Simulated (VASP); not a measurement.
Input of a VASP 6.6.1 run:

File INCAR:

```
SYSTEM = Li2S
ALGO = Normal
EDIFF = 1E-6
ENCUT = 750
GGA = PE
GGA_COMPAT = .FALSE.
ISIF = 2
ISMEAR = 0
LASPH = .TRUE.
LCHARG = .FALSE.
LREAL = .FALSE.
LWAVE = .FALSE.
NBANDS = 13
NELM = 120
PREC = Accurate
SIGMA = 0.02
```

The input KPOINTS:

```
k-points
0
G
  8 8 8
  0 0 0
```

File POSCAR:

```
Li2S
1.0
    0.0000000000      2.8540000000      2.8540000000
    2.8540000000      0.0000000000      2.8540000000
    2.8540000000      2.8540000000      0.0000000000
Li S
2 1
Direct
    0.2500000000      0.2500000000      0.2500000000
    0.7500000000      0.7500000000      0.7500000000
    0.0000000000      0.0000000000      0.0000000000
```

Potentials or basis: VASP PAW PBE potentials, release 64 (Li_sv, S).

Launch:

```bash
$ cat potpaw_PBE.64/Li_sv/POTCAR potpaw_PBE.64/S/POTCAR > POTCAR
$ mpirun -np 1 vasp_std > vasp.out
```

(1) Estimate the pressure.

(2) Estimate the band gap on the k mesh.

Answers

(1) -0.2 GPa.

(2) 3.39 eV (least direct gap 4.24 eV).
